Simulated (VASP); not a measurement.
# Sb in VASP: further runs

The runs below take Sb through single point, relaxation of cell and atoms, with PBE.

Everything below comes from runs of VASP 6.6.1. Logs are shortened: lines on timing, memory, paths and dates and some standing lists are left out, and cuts for length are marked.

**1. The cell of the first run**

The typed cell holds 4 atoms: a = 4.391 Å, b = 4.394 Å, c = 6.225 Å, α = 90.00°, β = 90.09°, γ = 90.00°.

**2. Single point, PBE**

File INCAR:

```
SYSTEM = Sb
  PREC = Accurate
  ENCUT = 520
  EDIFF = 1E-7
  ISMEAR = 0
  SIGMA = 0.1
  LREAL = .FALSE.
  LASPH = .TRUE.
  NELM = 100
  ALGO = Normal
  ISIF = 2
  LWAVE = .FALSE.
  LCHARG = .FALSE.
  GGA = PE
  NBANDS = 18
```

File KPOINTS:

```
Automatic mesh
0
G
  10 10 8
  0 0 0
```

File POSCAR:

```
Sb
1.0
    4.3682278245      0.0000000000      0.4476898695
    0.0000000000      4.3942018995      0.0000000000
   -0.6447144716      0.0000000000      6.1916062414
Sb
4
Direct
    0.7500125488      0.7500000000      0.2499788868
    0.2500743056      0.2500000000      0.2500002612
    0.7499256944      0.7500000000      0.7499997388
    0.2499874512      0.2500000000      0.7500211132
```

Potentials or basis: VASP PAW PBE potentials, release 64 (Sb).

The run is started by

```
> cat potpaw_PBE.64/Sb/POTCAR > POTCAR
> mpirun -np 1 vasp_std > vasp.out
```

OUTCAR:

```text
SYSTEM = Sb
   PREC = Accurate
   ENCUT = 520
   EDIFF = 1E-7
   ISMEAR = 0
   LREAL = .FALSE.
   LASPH = .TRUE.
   NELM = 100
   ISIF = 2
   GGA = PE

 ion  position               nearest neighbor table
   1  0.750  0.750  0.250-   2 3.11   2 3.11   2 3.11   2 3.11   3 3.11   3 3.11
   2  0.250  0.250  0.250-   1 3.11   1 3.11   1 3.11   1 3.11   4 3.11   4 3.11
   3  0.750  0.750  0.750-   4 3.11   4 3.11   4 3.11   4 3.11   1 3.11   1 3.11
   4  0.250  0.250  0.750-   3 3.11   3 3.11   3 3.11   3 3.11   2 3.11   2 3.11

  LATTYP: Found a simple monoclinic cell.
 ALAT       =     4.3911092614
 B/A-ratio  =     1.0007042954
 C/A-ratio  =     1.4176558870
 COS(beta)  =    -0.0016221064

  Lattice vectors:

 A1 = (   4.3682278245,   0.0000000000,   0.4476898695)
 A2 = (   0.0000000000,   4.3942018995,   0.0000000000)
 A3 = (  -0.6447144716,   0.0000000000,   6.1916062414)

Analysis of symmetry for initial positions (statically):
=====================================================================
 Subroutine PRICEL returns:
 Original cell was already a primitive cell.

 Routine SETGRP: Setting up the symmetry group for a
 simple monoclinic supercell.

 Subroutine GETGRP returns: Found  4 space group operations
 (whereof  2 operations were pure point group operations)
 out of a pool of  4 trial point group operations.

The static configuration has the point symmetry S_2 .
 The point group associated with its full space group is C_2h.

Analysis of symmetry for dynamics (positions and initial velocities):
=====================================================================
 Subroutine PRICEL returns:
 Original cell was already a primitive cell.

 Routine SETGRP: Setting up the symmetry group for a
 simple monoclinic supercell.

 Subroutine GETGRP returns: Found  4 space group operations
 (whereof  2 operations were pure point group operations)
 out of a pool of  4 trial point group operations.

The dynamic configuration has the point symmetry S_2 .
 The point group associated with its full space group is C_2h.

 Subroutine INISYM returns: Found  4 space group operations
 (whereof  2 operations are pure point group operations),
 and found     1 'primitive' translations

----------------------------------------------------------------------------------------

                                     Primitive cell

  volume of cell :     120.1154

  direct lattice vectors                    reciprocal lattice vectors
     4.368227824  0.000000000  0.447689870     0.226508544  0.000000000  0.023585695
     0.000000000  4.394201899  0.000000000     0.000000000  0.227572611  0.000000000
    -0.644714472  0.000000000  6.191606241    -0.016377912  0.000000000  0.159803593

  length of vectors
     4.391109261  4.394201899  6.225081895     0.227733189  0.227572611  0.160640668

  position of ions in fractional coordinates (direct lattice)
     0.750012549  0.750000000  0.249978887
     0.250074306  0.250000000  0.250000261
     0.749925694  0.750000000  0.749999739
     0.249987451  0.250000000  0.750021113

  ion indices of the primitive-cell ions
   primitive index   ion index
                 1           1
                 2           2
                 3           3
                 4           4

----------------------------------------------------------------------------------------

 KPOINTS: Automatic mesh

Automatic generation of k-mesh.
 Grid dimensions read from file:
 generate k-points for:   10   10    8

 Generating k-lattice:

  Cartesian coordinates                     Fractional coordinates (reciprocal lattice)
     0.022650854  0.000000000  0.002358569     0.100000000  0.000000000 -0.000000000
     0.000000000  0.022757261  0.000000000     0.000000000  0.100000000  0.000000000
    -0.002047239  0.000000000  0.019975449    -0.000000000  0.000000000  0.125000000

  Length of vectors
     0.022773319  0.022757261  0.020080084

  Shift w.r.t. Gamma in fractional coordinates (k-lattice)
     0.000000000  0.000000000  0.000000000

 Subroutine IBZKPT returns following result:
 ===========================================

 Found    252 irreducible k-points:

 Following reciprocal coordinates:
            Coordinates               Weight
  0.000000  0.000000  0.000000      1.000000
  0.100000  0.000000  0.000000      2.000000
  0.200000  0.000000  0.000000      2.000000
  0.300000  0.000000  0.000000      2.000000
  0.400000  0.000000 -0.000000      2.000000
  0.500000  0.000000  0.000000      1.000000
[... 16 lines left out ...]
  0.400000  0.300000 -0.000000      4.000000
  0.500000  0.300000  0.000000      2.000000
 [... further k-points ...]
   k-points           NKPTS =    252   k-points in BZ     NKDIM =    252   number of bands    NBANDS=     18
   number of dos      NEDOS =    301   number of ions     NIONS =      4
   total plane-waves  NPLWV =  62208
   dimension x,y,z NGX =    36 NGY =   36 NGZ =   48
   dimension x,y,z NGXF=    72 NGYF=   72 NGZF=   96
   ions per type =               4
   NGX,Y,Z   is equivalent  to a cutoff of  13.63, 13.62, 12.82 a.u.
   NGXF,Y,Z  is equivalent  to a cutoff of  27.26, 27.24, 25.64 a.u.
 SYSTEM =  Sb
   PREC   = accura    normal or accurate (medium, high low for compatibility)
   ISTART =      0    job   : 0-new  1-cont  2-samecut
   ICHARG =      2    charge: 1-file 2-atom 10-const
   ISPIN  =      1    spin polarized calculation?
   LNONCOLLINEAR =      F non collinear calculations
   LSORBIT =      F    spin-orbit coupling
   LASPH  =      T    aspherical Exc in radial PAW
   ENCUT  =  520.0 eV  38.22 Ry    6.18 a.u.   8.16  8.17 11.57*2*pi/ulx,y,z
   NELM   =    100;   NELMIN=  2; NELMDL= -5     # of ELM steps
   EDIFF  = 0.1E-06   stopping-criterion for ELM
   LREAL  =      F    real-space projection
   EDIFFG = 0.1E-05   stopping-criterion for IOM
   NSW    =      0    number of steps for IOM
   IBRION =     -1    ionic relax: 0-MD 1-quasi-New 2-CG
   NFREE  =      0    steps in history (QN), initial steepest desc. (CG)
   ISIF   =      2    stress and relaxation
   ISYM   =      2    0-nonsym 1-usesym 2-fastsym
   POTIM  = 0.5000    time-step for ionic-motion
   TEBEG  =    0.0;   TEEND  =   0.0 temperature during run
   PSTRESS=    0.0 pullay stress
   NELECT =      20.0000    total number of electrons
   NUPDOWN=      -1.0000    fix difference up-down
   EMIN   =  10.00;   EMAX   =-10.00  energy-range for DOS
   EFERMI =   0.00;   METHOD = LEGACY
   ISMEAR =     0;   SIGMA  =   0.10  broadening in eV -4-tet -1-fermi 0-gaus
   EFERMI_NEDOS =   21; number of points for ismear=-14 and -15
   IALGO  =     38    algorithm
   IMIX   =      4    mixing-type and parameters
     AMIX     =   0.40;   BMIX     =  1.00
     AMIX_MAG =   1.60;   BMIX_MAG =  1.00
  volume/ion in A,a.u.               =      30.03       202.64
  Fermi-wavevector in a.u.,A,eV,Ry     =   0.900641  1.701965 11.036433  0.811155
  Thomas-Fermi vector in A             =   2.023624
   LORBIT       =      0    0 simple, 1 ext, 2 COOP (PROOUT), +10 PAW based schemes
   GGA     = PE    functional components
   LHFCALC =     F    Hartree Fock is set to
   AEXX    =    0.0000 exact exchange contribution
   IVDW    =     0    specifies the selected vdW correction
   LEPSILON=     F    determine dielectric tensor
   LRPA    =     F    only Hartree local field effects (RPA)
 non-spin polarized calculation
 Gauss-broadening in eV      SIGMA  =   0.10
  energy-cutoff  :      520.00
  volume of cell :      120.12
 maximum number of plane-waves:      3256
 NGX is ok and might be reduce to    36

 number of electron      19.9999997 magnetization

 Free energy of the ion-electron system (eV)
  ---------------------------------------------------
  ext. energy  EPLUGINS =         0.00000000
  ---------------------------------------------------
  free energy    TOTEN  =       -16.37664935 eV

  energy without entropy =      -16.36747537  energy(sigma->0) =      -16.37206236

 E-fermi :   7.0568     XC(G=0):  -9.5960

 val. band max:        7.0535645625   @ k =   0.3000   0.5000   0.5000
 cond. band min:       7.0586548404   @ k =   0.3000   0.5000   0.5000
 fundamental gap:      0.0050902779
 Fermi energy:         7.0567958663

 k-point     1 :       0.0000    0.0000    0.0000
  band No.  band energies     occupation
      1      -5.2840      2.00000
      2      -2.9074      2.00000
      3      -0.3279      2.00000
      4       1.5261      2.00000
      5       2.4836      2.00000
      6       3.5449      2.00000
[... 10 lines left out ...]
     17      11.9091      0.00000
     18      12.2904      0.00000

 k-point     2 :       0.1000    0.0000    0.0000
  band No.  band energies     occupation
      1      -5.2117      2.00000
      2      -2.8340      2.00000
      3      -0.5945      2.00000
      4       1.5953      2.00000
      5       2.1301      2.00000
      6       3.6344      2.00000
[... 10 lines left out ...]
     17      11.9627      0.00000
     18      11.9698      0.00000

 k-point     3 :       0.2000    0.0000    0.0000
  band No.  band energies     occupation
      1      -4.9957      2.00000
      2      -2.6144      2.00000
      3      -1.2385      2.00000
      4       1.3567      2.00000
      5       1.8007      2.00000
      6       3.9016      2.00000
[... 10 lines left out ...]
     17      11.6123      0.00000
     18      12.1619      0.00000

 k-point     4 :       0.3000    0.0000    0.0000
  band No.  band energies     occupation
      1      -4.6389      2.00000
      2      -2.2508      2.00000
      3      -2.0245      2.00000
      4       0.4822      2.00000
      5       2.1360      2.00000
      6       4.3431      2.00000
[... 375 lines left out ...]
      4       0.2394      2.00000
      5       2.0502      2.00000
      6       2.6473      2.00000
[... 10 lines left out ...]
     17      12.8137      0.00000
     18      13.3004      0.00000

 k-point    23 :       0.4000    0.3000   -0.0000
  band No.  band energies     occupation
      1      -3.6309      2.00000
      2      -2.6685      2.00000
      3      -1.1944      2.00000
      4      -0.1564      2.00000
      5       2.0233      2.00000
      6       3.0040      2.00000
[... 10 lines left out ...]
     17      12.5043      0.00000
     18      13.3470      0.00000

 k-point    24 :       0.5000    0.3000    0.0000
  band No.  band energies     occupation
      1      -3.1458      2.00000
      2      -3.1448      2.00000
      3      -0.6751      2.00000
      4      -0.6739      2.00000
      5       2.4007      2.00000
      6       2.4017      2.00000
[... 10 lines left out ...]
     17      12.6933      0.00000
     18      12.6938      0.00000

 [... further k-points ...]
[... 5 lines left out ...]
  --------------------------------------------------------------------------------------
  -------------------------------------------------------------------------------------
  Total       -0.0214075     -0.0304708     -0.0179409      0.0000000      0.0000000      0.0168544
  in kB       -0.2855475     -0.4064396     -0.2393072      0.0000000      0.0000000      0.2248153
  external PRESSURE =      -0.3104314 kB  Pullay stress =       0.0000000 kB

 VOLUME and BASIS-vectors are now :
 -----------------------------------------------------------------------------
  energy-cutoff  :      520.00
  volume of cell :      120.12
      direct lattice vectors                 reciprocal lattice vectors
     4.368227824  0.000000000  0.447689870     0.226508544  0.000000000  0.023585695
     0.000000000  4.394201899  0.000000000     0.000000000  0.227572611  0.000000000
    -0.644714472  0.000000000  6.191606241    -0.016377912  0.000000000  0.159803593

 POSITION                                       TOTAL-FORCE (eV/Angst)
 -----------------------------------------------------------------------------------
      3.11506      3.29565      1.88354         0.000215      0.000000      0.000246
      0.93120      1.09855      1.65986        -0.000461      0.000000      0.000046
      2.79231      3.29565      4.97944         0.000461     -0.000000     -0.000046
      0.60845      1.09855      4.75575        -0.000215      0.000000     -0.000246
 -----------------------------------------------------------------------------------
    total drift:                                0.000000      0.000000     -0.000000

  FREE ENERGIE OF THE ION-ELECTRON SYSTEM (eV)
  ---------------------------------------------------
  free  energy   TOTEN  =       -16.3766493530 eV

  energy  without entropy=      -16.3674753735  energy(sigma->0) =      -16.37206236
```

Run time: 6 min. Hardware: 1 thread of Intel Xeon Platinum 8375C at 2.90GHz (Ice Lake), shared host; peak memory 0.54 GiB.

What came out:

```
Free energy            : -16.3766 eV
Pressure               : 0.0 GPa
Band gap on the k mesh : zero (band 10 reaches 7.25 eV, above the bottom of band 11 at 6.52 eV)
```

Levels at points of the mesh, in eV from the Fermi level:
| k point | band 7 | band 8 | band 9 | band 10 | band 11 | band 12 | band 13 | band 14 |
| --- | --- | --- | --- | --- | --- | --- | --- | --- |
| (0.00, 0.00, 0.00) | -3.50 | -1.63 | -1.62 | -1.58 | 2.21 | 3.21 | 3.26 | 3.27 |
| (0.50, 0.00, 0.00) | -1.34 | -1.34 | -0.90 | -0.90 | 0.62 | 0.62 | 1.50 | 1.50 |
| (0.00, 0.50, 0.00) | -1.33 | -1.33 | -0.90 | -0.90 | 0.62 | 0.62 | 1.50 | 1.50 |
| (0.50, 0.50, 0.00) | -3.53 | -3.53 | -3.50 | -3.50 | 2.20 | 2.20 | 5.20 | 5.20 |
| (0.00, 0.00, 0.50) | -2.73 | -2.73 | -1.98 | -1.98 | 2.40 | 2.40 | 3.05 | 3.05 |
| (0.50, 0.00, 0.50) | -0.55 | -0.55 | -0.54 | -0.54 | -0.54 | -0.54 | 0.23 | 0.23 |
| (0.00, 0.50, 0.50) | -0.55 | -0.55 | -0.54 | -0.54 | -0.54 | -0.54 | 0.24 | 0.24 |
| (0.50, 0.50, 0.50) | -4.74 | -4.74 | 0.19 | 0.19 | 0.19 | 0.19 | 5.17 | 5.17 |

Caveat: spin-orbit coupling is left out, which moves the levels of the heavy elements.

**3. Single point, PBE**

This run uses another cell than the first one: it holds 3 atoms, not 4.

File INCAR:

```
  ALGO = Normal
  EDIFF = 1E-6
  ENCUT = 520
  GGA = PE
  ISIF = 2
  ISMEAR = 0
  LASPH = T
  LCHARG = F
  LREAL = F
  LWAVE = F
  NBANDS = 14
  NELM = 100
  PREC = Accurate
  SIGMA = 0.1
```

File KPOINTS:

```
k-points
0
Gamma
  6 6 4
```

File POSCAR:

```
Sb
1.0
    4.3818510307      0.0000000000      0.0000000000
   -2.1909255154      3.7947943082      0.0000000000
    0.0000000000      0.0000000000      5.4302811308
Sb
3
Direct
    0.3330298427      0.0000000000      0.3333333333
    0.0000000000      0.3330298427      0.6666666667
    0.6669701573      0.6669701573      0.0000000000
```

Potentials or basis: VASP PAW PBE potentials, release 64 (Sb).

The run is started by

```
> cat potpaw_PBE.64/Sb/POTCAR > POTCAR
> mpirun -np 1 vasp_std > vasp.out
```

It took 16 s on 1 thread of Intel Xeon Platinum 8488C (Sapphire Rapids), shared host; peak memory 0.22 GiB.

Results (log left out):

```yaml
Free_energy: -12.2305 eV
Pressure: -0.1 GPa
Largest_force: 0.006 eV/Å
```

Forces on the atoms (eV/Å):
```
Sb   0.006  0.000  0.000
Sb  -0.003  0.005  0.000
Sb  -0.003 -0.005  0.000
```

Stress tensor (GPa, compression positive):
```
-0.12  0.00  0.00
 0.00 -0.12  0.00
 0.00  0.00  0.02
```

Levels at points of the mesh, in eV from the Fermi level:
| k point | band 5 | band 6 | band 7 | band 8 | band 9 | band 10 |
| --- | --- | --- | --- | --- | --- | --- |
| (0.00, 0.00, 0.00) | -1.20 | -1.20 | -1.20 | -0.32 | -0.32 | 3.20 |
| (0.50, 0.00, 0.00) | -3.48 | -3.01 | -3.00 | 1.53 | 1.53 | 2.04 |
| (0.00, 0.00, 0.50) | -1.58 | -1.58 | 0.63 | 0.63 | 0.63 | 0.64 |
| (0.50, 0.00, 0.50) | -2.15 | -2.15 | -1.75 | -1.74 | 2.72 | 2.73 |

Caveat: spin-orbit coupling is left out, which moves the levels of the heavy elements.

(Continued in part 2 of 2.)
